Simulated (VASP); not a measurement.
Write the native input for VASP 6.6.1 that does the following.

```
Task                   : single point
Functional             : r2SCAN
Potentials or basis    : VASP PAW PBE potentials, release 64 (Y_sv)
Cutoff                 : 520 eV
k mesh                 : 16 × 16 × 8
Occupations            : fermi-dirac, width 0.08 eV
Spin                   : no spin polarisation
Dipole correction      : no
Further INCAR settings : ALGO = Normal; EDIFF = 1e-06; NBANDS = 18
```

Y:

```
CELL_PARAMETERS angstrom
3.37693 0.00000 0.00000
-1.68846 2.92450 0.00000
0.00000 0.00000 5.23249
ATOMIC_POSITIONS crystal
Y 0.33333 0.66667 0.25000
Y 0.66667 0.33333 0.75000
```

One way to write it, as run:

POSCAR

```
Y
1.0
    3.3769271611      0.0000000000      0.0000000000
   -1.6884635805      2.9245047082      0.0000000000
    0.0000000000      0.0000000000      5.2324927944
Y
2
Direct
    0.3333333333      0.6666666667      0.2500000000
    0.6666666667      0.3333333333      0.7500000000
```

INCAR.step1

```
SYSTEM = Y
  PREC = Accurate
  ENCUT = 520
  ISMEAR = -1
  SIGMA = 0.08
  LREAL = .FALSE.
  LASPH = .TRUE.
  NELM = 60
  NBANDS = 18
  GGA = PE
  ALGO = Normal
  EDIFF = 1E-4
  LWAVE = .TRUE.
  LCHARG = .FALSE.
```

INCAR.step2

```
SYSTEM = Y
  PREC = Accurate
  ENCUT = 520
  EDIFF = 1E-6
  ISMEAR = -1
  SIGMA = 0.08
  LREAL = .FALSE.
  LASPH = .TRUE.
  NELM = 60
  ALGO = Normal
  ISIF = 2
  LWAVE = .FALSE.
  LCHARG = .FALSE.
  METAGGA = R2SCAN
  LMIXTAU = .TRUE.
  NBANDS = 18
  ISTART = 1
```

KPOINTS

```
regular mesh
0
G
  16 16 8
  0 0 0
```

Potentials or basis: VASP PAW PBE potentials, release 64 (Y_sv).

Run with:

```bash
$ cat potpaw_PBE.64/Y_sv/POTCAR > POTCAR
$ cp INCAR.step1 INCAR
$ mpirun -np 1 vasp_std > vasp.out
$ cp INCAR.step2 INCAR
$ mpirun -np 1 vasp_std > vasp.out
```

Results of the run:

The pressure is 15.1 GPa. The band gap on the k mesh is zero (bands 11 and 12 overlap by 2.38 eV).

Caveat: the cell stands under pressure; the PAW data sets were made with another functional, which shifts forces and pressure a little.

Wall time 21 min on 1 thread of Oxide Virtual Turin-like Processor (shared host), peak memory 0.25 GiB.
